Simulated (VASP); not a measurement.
# AgI (F-43m) in VASP: notebook, part 2 of 2

VASP 6.6.1.

## (3) Single point, PBEsol

This run uses another cell than the first one, of 28.03 Å³/atom, 1.055 times its volume.

INCAR reads:

```
SYSTEM = AgI
PREC     = Accurate       ! precision mode
ENCUT    = 500            ! plane-wave cutoff, eV
EDIFF    = 1E-6           ! SCF threshold, eV
ISMEAR   = 0              ! smearing method
SIGMA    = 0.01           ! smearing width, eV
LREAL    = .FALSE.        ! projectors in reciprocal space
LASPH    = .TRUE.         ! aspherical terms in the spheres
NELM     = 120            ! most SCF steps
ALGO     = Normal         ! electronic algorithm
ISIF     = 2              ! what is computed and relaxed
LWAVE    = .FALSE.        ! write WAVECAR
LCHARG   = .FALSE.        ! write CHGCAR
GGA      = PS             ! functional
NBANDS   = 16             ! bands
GGA_COMPAT= .FALSE.
```

KPOINTS reads:

```
regular mesh
0
G
  8 8 8
  0 0 0
```

POSCAR reads:

```
AgI
1.0
    0.0000000000      3.0377229008      3.0377229008
    3.0377229008      0.0000000000      3.0377229008
    3.0377229008      3.0377229008      0.0000000000
Ag I
1 1
Direct
    0.0000000000      0.0000000000      0.0000000000
    0.7500000000      0.7500000000      0.7500000000
```

Potentials or basis: VASP PAW PBE potentials, release 64 (Ag, I).

Command:

```bash
$ cat potpaw_PBE.64/Ag/POTCAR potpaw_PBE.64/I/POTCAR > POTCAR
$ mpirun -np 1 vasp_std > vasp.out
```

OUTCAR:

```text
SYSTEM = AgI
   PREC = Accurate
   ENCUT = 500
   EDIFF = 1E-6
   ISMEAR = 0
   LREAL = .FALSE.
   LASPH = .TRUE.
   NELM = 120
   ISIF = 2
   GGA = PS

 ion  position               nearest neighbor table
   1  0.000  0.000  0.000-   2 2.63   2 2.63   2 2.63   2 2.63
   2  0.750  0.750  0.750-   1 2.63   1 2.63   1 2.63   1 2.63

  LATTYP: Found a face centered cubic cell.
 ALAT       =     6.0754458016

  Lattice vectors:

 A1 = (   0.0000000000,   3.0377229008,   3.0377229008)
 A2 = (   3.0377229008,   0.0000000000,   3.0377229008)
 A3 = (   3.0377229008,   3.0377229008,   0.0000000000)

Analysis of symmetry for initial positions (statically):
=====================================================================
 Subroutine PRICEL returns:
 Original cell was already a primitive cell.

 Routine SETGRP: Setting up the symmetry group for a
 face centered cubic supercell.

 Subroutine GETGRP returns: Found 24 space group operations
 (whereof 24 operations were pure point group operations)
 out of a pool of 48 trial point group operations.

The static configuration has the point symmetry T_d .

Analysis of symmetry for dynamics (positions and initial velocities):
=====================================================================
 Subroutine PRICEL returns:
 Original cell was already a primitive cell.

 Routine SETGRP: Setting up the symmetry group for a
 face centered cubic supercell.

 Subroutine GETGRP returns: Found 24 space group operations
 (whereof 24 operations were pure point group operations)
 out of a pool of 48 trial point group operations.

The dynamic configuration has the point symmetry T_d .

 Subroutine INISYM returns: Found 24 space group operations
 (whereof 24 operations are pure point group operations),
 and found     1 'primitive' translations

----------------------------------------------------------------------------------------

                                     Primitive cell

  volume of cell :      56.0628

  direct lattice vectors                    reciprocal lattice vectors
     0.000000000  3.037722901  3.037722901    -0.164596975  0.164596975  0.164596975
     3.037722901  0.000000000  3.037722901     0.164596975 -0.164596975  0.164596975
     3.037722901  3.037722901  0.000000000     0.164596975  0.164596975 -0.164596975

  length of vectors
     4.295988925  4.295988925  4.295988925     0.285090323  0.285090323  0.285090323

  position of ions in fractional coordinates (direct lattice)
     0.000000000  0.000000000  0.000000000
     0.750000000  0.750000000  0.750000000

  ion indices of the primitive-cell ions
   primitive index   ion index
                 1           1
                 2           2

----------------------------------------------------------------------------------------

 KPOINTS: regular mesh

Automatic generation of k-mesh.
 Grid dimensions read from file:
 generate k-points for:    8    8    8

 Generating k-lattice:

  Cartesian coordinates                     Fractional coordinates (reciprocal lattice)
    -0.020574622  0.020574622  0.020574622     0.125000000  0.000000000  0.000000000
     0.020574622 -0.020574622  0.020574622     0.000000000  0.125000000  0.000000000
     0.020574622  0.020574622 -0.020574622     0.000000000  0.000000000  0.125000000

  Length of vectors
     0.035636290  0.035636290  0.035636290

  Shift w.r.t. Gamma in fractional coordinates (k-lattice)
     0.000000000  0.000000000  0.000000000

 Subroutine IBZKPT returns following result:
 ===========================================

 Found     29 irreducible k-points:

 Following reciprocal coordinates:
            Coordinates               Weight
  0.000000  0.000000  0.000000      1.000000
  0.125000  0.000000  0.000000      8.000000
  0.250000  0.000000  0.000000      8.000000
  0.375000  0.000000  0.000000      8.000000
  0.500000  0.000000  0.000000      4.000000
  0.125000  0.125000  0.000000      6.000000
[... 16 lines left out ...]
  0.500000  0.250000  0.125000     48.000000
 -0.375000  0.250000  0.125000     24.000000
 [... further k-points ...]
   k-points           NKPTS =     29   k-points in BZ     NKDIM =     29   number of bands    NBANDS=     16
   number of dos      NEDOS =    301   number of ions     NIONS =      2
   total plane-waves  NPLWV =  32768
   dimension x,y,z NGX =    32 NGY =   32 NGZ =   32
   dimension x,y,z NGXF=    64 NGYF=   64 NGZF=   64
   ions per type =               1   1
   NGX,Y,Z   is equivalent  to a cutoff of  12.38, 12.38, 12.38 a.u.
   NGXF,Y,Z  is equivalent  to a cutoff of  24.77, 24.77, 24.77 a.u.
 SYSTEM =  AgI
   PREC   = accura    normal or accurate (medium, high low for compatibility)
   ISTART =      0    job   : 0-new  1-cont  2-samecut
   ICHARG =      2    charge: 1-file 2-atom 10-const
   ISPIN  =      1    spin polarized calculation?
   LNONCOLLINEAR =      F non collinear calculations
   LSORBIT =      F    spin-orbit coupling
   LASPH  =      T    aspherical Exc in radial PAW
   ENCUT  =  500.0 eV  36.75 Ry    6.06 a.u.   7.83  7.83  7.83*2*pi/ulx,y,z
   NELM   =    120;   NELMIN=  2; NELMDL= -5     # of ELM steps
   EDIFF  = 0.1E-05   stopping-criterion for ELM
   LREAL  =      F    real-space projection
   EDIFFG = 0.1E-04   stopping-criterion for IOM
   NSW    =      0    number of steps for IOM
   IBRION =     -1    ionic relax: 0-MD 1-quasi-New 2-CG
   NFREE  =      0    steps in history (QN), initial steepest desc. (CG)
   ISIF   =      2    stress and relaxation
   ISYM   =      2    0-nonsym 1-usesym 2-fastsym
   POTIM  = 0.5000    time-step for ionic-motion
   TEBEG  =    0.0;   TEEND  =   0.0 temperature during run
   PSTRESS=    0.0 pullay stress
   NELECT =      18.0000    total number of electrons
   NUPDOWN=      -1.0000    fix difference up-down
   EMIN   =  10.00;   EMAX   =-10.00  energy-range for DOS
   EFERMI =   0.00;   METHOD = LEGACY
   ISMEAR =     0;   SIGMA  =   0.01  broadening in eV -4-tet -1-fermi 0-gaus
   EFERMI_NEDOS =   21; number of points for ismear=-14 and -15
   IALGO  =     38    algorithm
   IMIX   =      4    mixing-type and parameters
     AMIX     =   0.40;   BMIX     =  1.00
     AMIX_MAG =   1.60;   BMIX_MAG =  1.00
  volume/ion in A,a.u.               =      28.03       189.17
  Fermi-wavevector in a.u.,A,eV,Ry     =   1.121005  2.118392 17.097788  1.256652
  Thomas-Fermi vector in A             =   2.257655
   LORBIT       =      0    0 simple, 1 ext, 2 COOP (PROOUT), +10 PAW based schemes
   GGA     = PS    functional components
   LHFCALC =     F    Hartree Fock is set to
   AEXX    =    0.0000 exact exchange contribution
   IVDW    =     0    specifies the selected vdW correction
   LEPSILON=     F    determine dielectric tensor
   LRPA    =     F    only Hartree local field effects (RPA)
 non-spin polarized calculation
 Gauss-broadening in eV      SIGMA  =   0.01
  energy-cutoff  :      500.00
  volume of cell :       56.06
 maximum number of plane-waves:      1436
   NGX = 15   NGY = 15   NGZ = 15

 number of electron      17.9999999 magnetization

 Free energy of the ion-electron system (eV)
  ---------------------------------------------------
  ext. energy  EPLUGINS =         0.00000000
  ---------------------------------------------------
  free energy    TOTEN  =        -5.17356281 eV

  energy without entropy =       -5.17356281  energy(sigma->0) =       -5.17356281

 E-fermi :   5.6220     XC(G=0):  -9.5993

 val. band max:        5.5171775729   @ k =   0.0000   0.0000   0.0000
 cond. band min:       6.7244880248   @ k =   0.0000   0.0000   0.0000
 fundamental gap:      1.2073104519
 Fermi energy:         5.6219898264

 k-point     1 :       0.0000    0.0000    0.0000
  band No.  band energies     occupation
      1      -8.6303      2.00000
      2      -0.1287      2.00000
      3      -0.1287      2.00000
      4      -0.1287      2.00000
      5       1.3539      2.00000
      6       1.3539      2.00000
[... 8 lines left out ...]
     15      15.7424      0.00000
     16      15.7424      0.00000

 k-point     2 :       0.1250    0.0000    0.0000
  band No.  band energies     occupation
      1      -8.5625      2.00000
      2      -0.1713      2.00000
      3      -0.0923      2.00000
      4      -0.0923      2.00000
      5       1.3465      2.00000
      6       1.3465      2.00000
[... 8 lines left out ...]
     15      14.8827      0.00000
     16      14.9838      0.00000
[... 387 lines left out ...]
      5       1.3273      2.00000
      6       1.4032      2.00000
[... 8 lines left out ...]
     15      16.5373      0.00000
     16      17.1066      0.00000

 k-point    24 :      -0.3750    0.2500    0.1250
  band No.  band energies     occupation
      1      -8.0482      2.00000
      2      -0.0510      2.00000
      3       0.0798      2.00000
      4       0.3205      2.00000
      5       1.2926      2.00000
      6       1.4125      2.00000
[... 8 lines left out ...]
     15      16.1746      0.00000
     16      17.1305      0.00000

 [... further k-points ...]
[... 5 lines left out ...]
  --------------------------------------------------------------------------------------
  -------------------------------------------------------------------------------------
  Total        3.4643854      3.4643854      3.4643854      0.0000000     -0.0000000      0.0000000
  in kB       99.0061842     99.0061842     99.0061842      0.0000000     -0.0000000      0.0000000
  external PRESSURE =      99.0061842 kB  Pullay stress =       0.0000000 kB

 VOLUME and BASIS-vectors are now :
 -----------------------------------------------------------------------------
  energy-cutoff  :      500.00
  volume of cell :       56.06
      direct lattice vectors                 reciprocal lattice vectors
     0.000000000  3.037722901  3.037722901    -0.164596975  0.164596975  0.164596975
     3.037722901  0.000000000  3.037722901     0.164596975 -0.164596975  0.164596975
     3.037722901  3.037722901  0.000000000     0.164596975  0.164596975 -0.164596975

 POSITION                                       TOTAL-FORCE (eV/Angst)
 -----------------------------------------------------------------------------------
      0.00000      0.00000      0.00000        -0.000000     -0.000000     -0.000000
      4.55658      4.55658      4.55658         0.000000      0.000000      0.000000
 -----------------------------------------------------------------------------------
    total drift:                                0.000000      0.000000      0.000000

  FREE ENERGIE OF THE ION-ELECTRON SYSTEM (eV)
  ---------------------------------------------------
  free  energy   TOTEN  =        -5.1735628100 eV

  energy  without entropy=       -5.1735628100  energy(sigma->0) =       -5.17356281
```

Run time: 11 s. Hardware: 1 thread of AMD EPYC 9R45 (Zen 5), shared host; peak memory 0.15 GiB.

Results:

```
Free energy            : -5.1736 eV
Pressure               : 9.9 GPa
Band gap on the k mesh : 1.21 eV, direct
```

Caveat: the PAW data sets were made with another functional, which shifts forces and pressure a little; spin-orbit coupling is left out, which moves the levels of the heavy elements.
